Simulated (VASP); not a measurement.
Wanted: the native input for a VASP 6.6.1 run.

| Item | Value |
| --- | --- |
| Task | single point |
| Functional | LDA |
| Potentials or basis | VASP PAW LDA potentials, release 64 (Pd) |
| Cutoff | 520 eV |
| k mesh | 15 × 15 × 1 |
| Occupations | fermi-dirac, width 0.05 eV |
| Spin | no spin polarisation |
| Dipole correction | yes |
| Further INCAR settings | ALGO = Normal; EDIFF = 1e-07; NBANDS = 33 |

The structure of Pd lies in POSCAR:

```
Pd
1.0
    2.7154616620      0.0000000000      0.0000000000
   -1.3577308310      2.3516587823      0.0000000000
    0.0000000000      0.0000000000     24.8687000000
Pd
5
Direct
    0.8333333333      0.1666666667      0.3221083647
    0.1666666667      0.8333333333      0.4113102892
    0.5000000000      0.5000000000      0.4999999996
    0.8333333333      0.1666666667      0.5886897115
    0.1666666667      0.8333333333      0.6778916350
```

The input as run:

INCAR

```
ALGO = Normal
DIPOL = 0.5 0.5 0.500
EDIFF = 1E-7
ENCUT = 520
GGA = CA
IDIPOL = 3
ISIF = 2
ISMEAR = -1
LASPH = True
LCHARG = False
LDIPOL = True
LREAL = False
LWAVE = False
NBANDS = 33
NELM = 80
PREC = Accurate
SIGMA = 0.05
```

KPOINTS

```
k-points
0
Gamma
  15 15 1
```

Potentials or basis: VASP PAW LDA potentials, release 64 (Pd).

Launch:

```sh
$ cat potpaw_LDA.64/Pd/POTCAR > POTCAR
$ mpirun -np 1 vasp_std > vasp.out
```

It gave:

```yaml
Largest_force: 0.007 eV/Å
Band_gap_on_the_k_mesh: zero (bands 25 and 26 overlap by 1.02 eV)
```

Wall time 2.2 min on 1 thread of AMD EPYC 9R45 96-Core Processor (Zen 5), on a shared host, peak memory 0.24 GiB.
